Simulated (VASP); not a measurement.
Wanted: the native input for a VASP 6.6.1 run.

| Property | Result |
| --- | --- |
| Task | single point |
| Functional | r2SCAN |
| Potentials or basis | VASP PAW PBE potentials, release 64 (Ca_sv, Se) |
| Cutoff | 520 eV |
| k mesh | 6 × 6 × 6 |
| Occupations | gaussian, width 0.01 eV |
| Spin | no spin polarisation |
| Dipole correction | no |
| Further INCAR settings | ALGO = Normal; EDIFF = 1e-07; NBANDS = 15 |

CaSe:

```
CELL_PARAMETERS angstrom
0.00000 3.27956 3.18117
3.27956 0.00000 3.18117
3.27956 3.27956 0.00000
ATOMIC_POSITIONS crystal
Ca 0.00000 0.00000 0.00000
Se 0.25000 0.25000 0.25000
```

This cell differs from its parent crystal: uniaxial z strain -3.0%.

The input as run:

POSCAR

```
CaSe
1.0
    0.0000000000      3.2795613712      3.1811745300
    3.2795613712      0.0000000000      3.1811745300
    3.2795613712      3.2795613712      0.0000000000
Ca Se
1 1
Direct
    0.0000000000      0.0000000000      0.0000000000
    0.2500000000      0.2500000000      0.2500000000
```

INCAR.step1

```
SYSTEM = CaSe
ALGO     = Normal         ! electronic algorithm
EDIFF    = 1E-4           ! SCF threshold, eV
ENCUT    = 520            ! plane-wave cutoff, eV
GGA      = PE             ! functional
ISMEAR   = 0              ! smearing method
LASPH    = .TRUE.         ! aspherical terms in the spheres
LCHARG   = .FALSE.        ! write CHGCAR
LREAL    = .FALSE.        ! projectors in reciprocal space
LWAVE    = .TRUE.         ! write WAVECAR
NBANDS   = 15             ! bands
NELM     = 60             ! most SCF steps
PREC     = Accurate       ! precision mode
SIGMA    = 0.01           ! smearing width, eV
```

INCAR.step2

```
SYSTEM = CaSe
ALGO     = Normal         ! electronic algorithm
EDIFF    = 1E-7           ! SCF threshold, eV
ENCUT    = 520            ! plane-wave cutoff, eV
ISIF     = 2              ! what is computed and relaxed
ISMEAR   = 0              ! smearing method
ISTART   = 1            
LASPH    = .TRUE.         ! aspherical terms in the spheres
LCHARG   = .FALSE.        ! write CHGCAR
LMIXTAU  = .TRUE.       
LREAL    = .FALSE.        ! projectors in reciprocal space
LWAVE    = .FALSE.        ! write WAVECAR
METAGGA  = R2SCAN         ! meta-GGA
NBANDS   = 15             ! bands
NELM     = 60             ! most SCF steps
PREC     = Accurate       ! precision mode
SIGMA    = 0.01           ! smearing width, eV
```

KPOINTS

```
k-points
0
G
  6 6 6
  0 0 0
```

Potentials or basis: VASP PAW PBE potentials, release 64 (Ca_sv, Se).

Launch:

```console
$ cat potpaw_PBE.64/Ca_sv/POTCAR potpaw_PBE.64/Se/POTCAR > POTCAR
$ cp INCAR.step1 INCAR
$ mpirun -np 1 vasp_std > vasp.out
$ cp INCAR.step2 INCAR
$ mpirun -np 1 vasp_std > vasp.out
```

Results of the run:

| Item | Value |
| --- | --- |
| Pressure | 1.3 GPa |
| Band gap on the k mesh | 3.76 eV (least direct gap 3.86 eV) |

Caveat: the cell differs from its parent crystal (uniaxial z strain -3.0%); the structure was generated, so it needn't be the stable form of CaSe; the PAW data sets were made with another functional, which shifts forces and pressure a little.

Run time: 2.2 min on 1 thread of Intel(R) Xeon(R) Platinum 8259CL CPU @ 2.50GHz (Skylake/Cascade Lake), on a shared host, peak memory 0.23 GiB.
